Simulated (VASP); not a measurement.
# InP in VASP: single point with LDA

Aim: the single point of InP with LDA.

Everything below comes from runs of VASP 6.6.1. Logs are shortened: lines on timing, memory, paths and dates and some standing lists are left out, and cuts for length are marked.

## 1. The cell of the first run

The typed cell holds 2 atoms: a = 4.120 Å, b = 4.120 Å, c = 4.120 Å, α = 60.00°, β = 60.00°, γ = 60.00°.

## 2. Single point, LDA

INCAR

```
SYSTEM = InP
ALGO = Normal ; EDIFF = 1E-7
ENCUT = 520 ; ISIF = 2
ISMEAR = 0 ; ISYM = 0
LASPH = .TRUE. ; LCHARG = .FALSE.
LREAL = .FALSE. ; LWAVE = .FALSE.
NBANDS = 16 ; NELM = 80
PREC = Accurate ; SIGMA = 0.01
```

KPOINTS

```
Automatic mesh
0
Gamma
  10 10 10
  0.5 0.5 0.5
```

POSCAR

```
InP
1.0
   -0.0002201439      2.9135984546      2.9135984546
    2.9135984546     -0.0002201439      2.9135984546
    2.9135984546      2.9135984546     -0.0002201439
In P
1 1
Direct
   -0.0000113046     -0.0000113046     -0.0000113046
    0.2500113046      0.2500113046      0.2500113046
```

Potentials or basis: VASP PAW LDA potentials, release 64 (In_d, P).

Launch:

```bash
$ cat potpaw_LDA.64/In_d/POTCAR potpaw_LDA.64/P/POTCAR > POTCAR
$ mpirun -np 1 vasp_std > vasp.out
```

OUTCAR:

```text
SYSTEM = InP
   EDIFF = 1E-7
   ENCUT = 520
   ISIF = 2
   ISMEAR = 0
   ISYM = 0
   LASPH = .TRUE.
   LREAL = .FALSE.
   NELM = 80
   PREC = Accurate

 ion  position               nearest neighbor table
   1  1.000  1.000  1.000-   2 2.52   2 2.52   2 2.52   2 2.52
   2  0.250  0.250  0.250-   1 2.52   1 2.52   1 2.52   1 2.52

IMPORTANT INFORMATION: All symmetrisations will be switched off!
NOSYMM: (Re-)initialisation of all symmetry stuff for point group C_1.

----------------------------------------------------------------------------------------

                                     Primitive cell

  volume of cell :      49.4730

  direct lattice vectors                    reciprocal lattice vectors
    -0.000220144  2.913598455  2.913598455    -0.171589649  0.171602615  0.171602615
     2.913598455 -0.000220144  2.913598455     0.171602615 -0.171589649  0.171602615
     2.913598455  2.913598455 -0.000220144     0.171602615  0.171602615 -0.171589649

  length of vectors
     4.120450456  4.120450456  4.120450456     0.297216962  0.297216962  0.297216962

  position of ions in fractional coordinates (direct lattice)
     0.999988695  0.999988695  0.999988695
     0.250011305  0.250011305  0.250011305

  ion indices of the primitive-cell ions
   primitive index   ion index
                 1           1
                 2           2

----------------------------------------------------------------------------------------

 KPOINTS: Automatic mesh

Automatic generation of k-mesh.
 Grid dimensions read from file:
 generate k-points for:   10   10   10

 Generating k-lattice:

  Cartesian coordinates                     Fractional coordinates (reciprocal lattice)
    -0.017158965  0.017160261  0.017160261     0.100000000  0.000000000 -0.000000000
     0.017160261 -0.017158965  0.017160261     0.000000000  0.100000000 -0.000000000
     0.017160261  0.017160261 -0.017158965     0.000000000  0.000000000  0.100000000

  Length of vectors
     0.029721696  0.029721696  0.029721696

  Shift w.r.t. Gamma in fractional coordinates (k-lattice)
     0.500000000  0.500000000  0.500000000

 Subroutine IBZKPT returns following result:
 ===========================================

 Found    500 irreducible k-points:

 Following reciprocal coordinates:
            Coordinates               Weight
  0.050000  0.050000  0.050000      2.000000
  0.150000  0.050000  0.050000      2.000000
  0.050000  0.150000  0.050000      2.000000
  0.050000  0.050000  0.150000      2.000000
  0.250000  0.050000  0.050000      2.000000
  0.050000  0.250000  0.050000      2.000000
[... 16 lines left out ...]
 -0.150000  0.050000  0.050000      2.000000
  0.050000 -0.150000  0.050000      2.000000
 [... further k-points ...]
   k-points           NKPTS =    500   k-points in BZ     NKDIM =    500   number of bands    NBANDS=     16
   number of dos      NEDOS =    301   number of ions     NIONS =      2
   total plane-waves  NPLWV =  32768
   dimension x,y,z NGX =    32 NGY =   32 NGZ =   32
   dimension x,y,z NGXF=    64 NGYF=   64 NGZF=   64
   ions per type =               1   1
   NGX,Y,Z   is equivalent  to a cutoff of  12.91, 12.91, 12.91 a.u.
   NGXF,Y,Z  is equivalent  to a cutoff of  25.82, 25.82, 25.82 a.u.
 SYSTEM =  InP
   PREC   = accura    normal or accurate (medium, high low for compatibility)
   ISTART =      0    job   : 0-new  1-cont  2-samecut
   ICHARG =      2    charge: 1-file 2-atom 10-const
   ISPIN  =      1    spin polarized calculation?
   LNONCOLLINEAR =      F non collinear calculations
   LSORBIT =      F    spin-orbit coupling
   LASPH  =      T    aspherical Exc in radial PAW
   ENCUT  =  520.0 eV  38.22 Ry    6.18 a.u.   7.66  7.66  7.66*2*pi/ulx,y,z
   NELM   =     80;   NELMIN=  2; NELMDL= -5     # of ELM steps
   EDIFF  = 0.1E-06   stopping-criterion for ELM
   LREAL  =      F    real-space projection
   EDIFFG = 0.1E-05   stopping-criterion for IOM
   NSW    =      0    number of steps for IOM
   IBRION =     -1    ionic relax: 0-MD 1-quasi-New 2-CG
   NFREE  =      0    steps in history (QN), initial steepest desc. (CG)
   ISIF   =      2    stress and relaxation
   ISYM   =      0    0-nonsym 1-usesym 2-fastsym
   POTIM  = 0.5000    time-step for ionic-motion
   TEBEG  =    0.0;   TEEND  =   0.0 temperature during run
   PSTRESS=    0.0 pullay stress
   NELECT =      18.0000    total number of electrons
   NUPDOWN=      -1.0000    fix difference up-down
   EMIN   =  10.00;   EMAX   =-10.00  energy-range for DOS
   EFERMI =   0.00;   METHOD = LEGACY
   ISMEAR =     0;   SIGMA  =   0.01  broadening in eV -4-tet -1-fermi 0-gaus
   EFERMI_NEDOS =   21; number of points for ismear=-14 and -15
   IALGO  =     38    algorithm
   IMIX   =      4    mixing-type and parameters
     AMIX     =   0.40;   BMIX     =  1.00
     AMIX_MAG =   1.60;   BMIX_MAG =  1.00
  volume/ion in A,a.u.               =      24.74       166.93
  Fermi-wavevector in a.u.,A,eV,Ry     =   1.168718  2.208556 18.584207  1.365901
  Thomas-Fermi vector in A             =   2.305200
   LORBIT       =      0    0 simple, 1 ext, 2 COOP (PROOUT), +10 PAW based schemes
   GGA     = CA    functional components
   LHFCALC =     F    Hartree Fock is set to
   AEXX    =    0.0000 exact exchange contribution
   IVDW    =     0    specifies the selected vdW correction
   LEPSILON=     F    determine dielectric tensor
   LRPA    =     F    only Hartree local field effects (RPA)
 non-spin polarized calculation
 Gauss-broadening in eV      SIGMA  =   0.01
  energy-cutoff  :      520.00
  volume of cell :       49.47
 maximum number of plane-waves:      1351
   NGX = 15   NGY = 15   NGZ = 15

 number of electron      17.9999999 magnetization

 Free energy of the ion-electron system (eV)
  ---------------------------------------------------
  ext. energy  EPLUGINS =         0.00000000
  ---------------------------------------------------
  free energy    TOTEN  =        -9.67476964 eV

  energy without entropy =       -9.67476964  energy(sigma->0) =       -9.67476964

 E-fermi :   5.2467     XC(G=0):  -9.6856

 val. band max:        5.1645085071   @ k =   0.0500   0.0500   0.0500
 cond. band min:       6.1844164394   @ k =   0.0500   0.0500   0.0500
 fundamental gap:      1.0199079324
 Fermi energy:         5.2467179053

 k-point     1 :       0.0500    0.0500    0.0500
  band No.  band energies     occupation
      1      -9.0263      2.00000
      2      -9.0214      2.00000
      3      -9.0214      2.00000
      4      -8.8589      2.00000
      5      -8.8589      2.00000
      6      -6.4355      2.00000
[... 8 lines left out ...]
     15      14.4891      0.00000
     16      14.4891      0.00000

 k-point     2 :       0.1500    0.0500    0.0500
  band No.  band energies     occupation
      1      -9.0445      2.00000
      2      -9.0158      2.00000
      3      -9.0123      2.00000
      4      -8.8607      2.00000
      5      -8.8571      2.00000
      6      -6.2780      2.00000
[... 8 lines left out ...]
     15      14.1475      0.00000
     16      14.4678      0.00000

 k-point     3 :       0.0500    0.1500    0.0500
  band No.  band energies     occupation
      1      -9.0445      2.00000
      2      -9.0158      2.00000
      3      -9.0123      2.00000
      4      -8.8607      2.00000
      5      -8.8571      2.00000
      6      -6.2780      2.00000
[... 8 lines left out ...]
     15      14.1475      0.00000
     16      14.4678      0.00000

 k-point     4 :       0.0500    0.0500    0.1500
  band No.  band energies     occupation
      1      -9.0445      2.00000
      2      -9.0158      2.00000
      3      -9.0123      2.00000
      4      -8.8607      2.00000
      5      -8.8571      2.00000
      6      -6.2780      2.00000
[... 8 lines left out ...]
     15      14.1475      0.00000
     16      14.4678      0.00000

 k-point     5 :       0.2500    0.0500    0.0500
  band No.  band energies     occupation
      1      -9.0792      2.00000
      2      -9.0027      2.00000
      3      -8.9989      2.00000
      4      -8.8607      2.00000
      5      -8.8544      2.00000
      6      -5.9032      2.00000
[... 8 lines left out ...]
     15      13.9166      0.00000
     16      14.6178      0.00000

 k-point     6 :       0.0500    0.2500    0.0500
  band No.  band energies     occupation
      1      -9.0792      2.00000
      2      -9.0027      2.00000
      3      -8.9989      2.00000
      4      -8.8607      2.00000
      5      -8.8544      2.00000
      6      -5.9032      2.00000
[... 8 lines left out ...]
     15      13.9166      0.00000
     16      14.6178      0.00000

 k-point     7 :       0.0500    0.0500    0.2500
  band No.  band energies     occupation
      1      -9.0792      2.00000
      2      -9.0027      2.00000
      3      -8.9989      2.00000
      4      -8.8607      2.00000
      5      -8.8544      2.00000
      6      -5.9032      2.00000
[... 8 lines left out ...]
     15      13.9166      0.00000
     16      14.6178      0.00000

 k-point     8 :       0.3500    0.0500    0.0500
  band No.  band energies     occupation
      1      -9.1166      2.00000
      2      -8.9895      2.00000
      3      -8.9874      2.00000
      4      -8.8563      2.00000
      5      -8.8499      2.00000
      6      -5.3702      2.00000
[... 8 lines left out ...]
     15      14.0393      0.00000
     16      14.6491      0.00000

 k-point     9 :       0.0500    0.3500    0.0500
  band No.  band energies     occupation
      1      -9.1166      2.00000
      2      -8.9895      2.00000
      3      -8.9874      2.00000
      4      -8.8563      2.00000
      5      -8.8499      2.00000
      6      -5.3702      2.00000
[... 8 lines left out ...]
     15      14.0393      0.00000
     16      14.6491      0.00000
[... 172 lines left out ...]
 k-point    19 :       0.0500    0.0500   -0.3500
  band No.  band energies     occupation
      1      -9.1364      2.00000
      2      -8.9844      2.00000
      3      -8.9816      2.00000
      4      -8.8526      2.00000
      5      -8.8455      2.00000
      6      -4.9958      2.00000
[... 8 lines left out ...]
     15      14.6434      0.00000
     16      15.1709      0.00000

 k-point    20 :      -0.2500    0.0500    0.0500
  band No.  band energies     occupation
      1      -9.1052      2.00000
      2      -8.9935      2.00000
      3      -8.9900      2.00000
      4      -8.8594      2.00000
      5      -8.8505      2.00000
      6      -5.5590      2.00000
[... 8 lines left out ...]
     15      14.2583      0.00000
     16      14.2934      0.00000

 k-point    21 :       0.0500   -0.2500    0.0500
  band No.  band energies     occupation
      1      -9.1052      2.00000
      2      -8.9935      2.00000
      3      -8.9900      2.00000
      4      -8.8594      2.00000
      5      -8.8505      2.00000
      6      -5.5590      2.00000
[... 8 lines left out ...]
     15      14.2583      0.00000
     16      14.2934      0.00000

 k-point    22 :       0.0500    0.0500   -0.2500
  band No.  band energies     occupation
      1      -9.1052      2.00000
      2      -8.9935      2.00000
      3      -8.9900      2.00000
      4      -8.8594      2.00000
      5      -8.8505      2.00000
      6      -5.5590      2.00000
[... 8 lines left out ...]
     15      14.2583      0.00000
     16      14.2934      0.00000

 k-point    23 :      -0.1500    0.0500    0.0500
  band No.  band energies     occupation
      1      -9.0675      2.00000
      2      -9.0064      2.00000
      3      -9.0035      2.00000
      4      -8.8620      2.00000
      5      -8.8547      2.00000
      6      -6.0497      2.00000
[... 8 lines left out ...]
     15      14.1136      0.00000
     16      14.6782      0.00000

 k-point    24 :       0.0500   -0.1500    0.0500
  band No.  band energies     occupation
      1      -9.0675      2.00000
      2      -9.0064      2.00000
      3      -9.0035      2.00000
      4      -8.8620      2.00000
      5      -8.8547      2.00000
      6      -6.0497      2.00000
[... 8 lines left out ...]
     15      14.1136      0.00000
     16      14.6782      0.00000

 [... further k-points ...]
[... 5 lines left out ...]
  --------------------------------------------------------------------------------------
  -------------------------------------------------------------------------------------
  Total        0.0017445      0.0017443      0.0017435     -0.0000148     -0.0000135     -0.0000123
  in kB        0.0564958      0.0564892      0.0564639     -0.0004783     -0.0004384     -0.0003984
  external PRESSURE =       0.0564829 kB  Pullay stress =       0.0000000 kB

 VOLUME and BASIS-vectors are now :
 -----------------------------------------------------------------------------
  energy-cutoff  :      520.00
  volume of cell :       49.47
      direct lattice vectors                 reciprocal lattice vectors
    -0.000220144  2.913598455  2.913598455    -0.171589649  0.171602615  0.171602615
     2.913598455 -0.000220144  2.913598455     0.171602615 -0.171589649  0.171602615
     2.913598455  2.913598455 -0.000220144     0.171602615  0.171602615 -0.171589649

 POSITION                                       TOTAL-FORCE (eV/Angst)
 -----------------------------------------------------------------------------------
      5.82691      5.82691      5.82691         0.000023      0.000023      0.000023
      1.45681      1.45681      1.45681        -0.000023     -0.000023     -0.000023
 -----------------------------------------------------------------------------------
    total drift:                               -0.000000      0.000000     -0.000000

  FREE ENERGIE OF THE ION-ELECTRON SYSTEM (eV)
  ---------------------------------------------------
  free  energy   TOTEN  =        -9.6747696426 eV

  energy  without entropy=       -9.6747696426  energy(sigma->0) =       -9.67476964
```

Wall time 2.4 min (1 thread of Intel Xeon Platinum 8488C (Sapphire Rapids), shared host); peak memory 0.46 GiB.

Results:

```
Free energy            : -9.6748 eV
Pressure               : 0.0 GPa
Band gap on the k mesh : 1.02 eV, direct
```

Levels at points of the mesh, in eV from the valence-band top:
```tsv
k point	band 7	band 8	band 9	band 10	band 11	band 12
(0.05, 0.05, 0.05)	-0.44	0.00	0.00	1.02	4.00	4.05
```

Caveat: spin-orbit coupling is left out, which moves the levels of the heavy elements.
